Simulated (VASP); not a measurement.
Crystal: CuH3.

```
Cu H
1.0
    -2.22989    2.22989    2.22989
     2.22989   -2.22989    2.22989
     2.22989    2.22989   -2.22989
Cu H
1 3
Direct
  0.00000 0.00000 0.00000
  0.00000 0.50000 0.50000
  0.50000 0.00000 0.50000
  0.50000 0.50000 0.00000
```

```yaml
Program: VASP 6.6.1
Task: relaxation of cell and atoms
Functional: PBE
Potentials_or_basis: VASP PAW PBE potentials, release 64 (Cu, H)
Cutoff: 600 eV
k_mesh: 6 × 6 × 6
Occupations: gaussian, width 0.1 eV
Spin: no spin polarisation
```

At the start: pressure -17.2 GPa; volume 11.09 Å³/atom.

Task: Where does the relaxation end?

Result: Over 6 steps the energy falls by 459.1 meV/atom and the volume is 6.01 Å³/atom (-45.8 %); space group Im-3m (No. 229, to 0.05 Å).

The path:
```
step  energy change (eV)  largest force (eV/Å)  pressure (GPa)  volume (Å³)
   1              0.0000                0.0000          -17.17        44.35
   2             -0.7903                0.0000          -17.59        37.15
   3             -1.6036                0.0000           23.30        20.30
   4             -1.7661                0.0000           -8.10        26.56
   5             -1.8336                0.0000           -1.74        24.49
   6             -1.8364                0.0000           -0.06        24.03
```

Final structure:
```
Cu H
1.0
    -1.81786    1.81786    1.81786
     1.81786   -1.81786    1.81786
     1.81786    1.81786   -1.81786
Cu H
1 3
Direct
  0.00000 0.00000 0.00000
  0.00000 0.50000 0.50000
  0.50000 0.00000 0.50000
  0.50000 0.50000 0.00000
```

Caveat: the volume moved by over 15 % at a fixed basis, so the end points are rough.
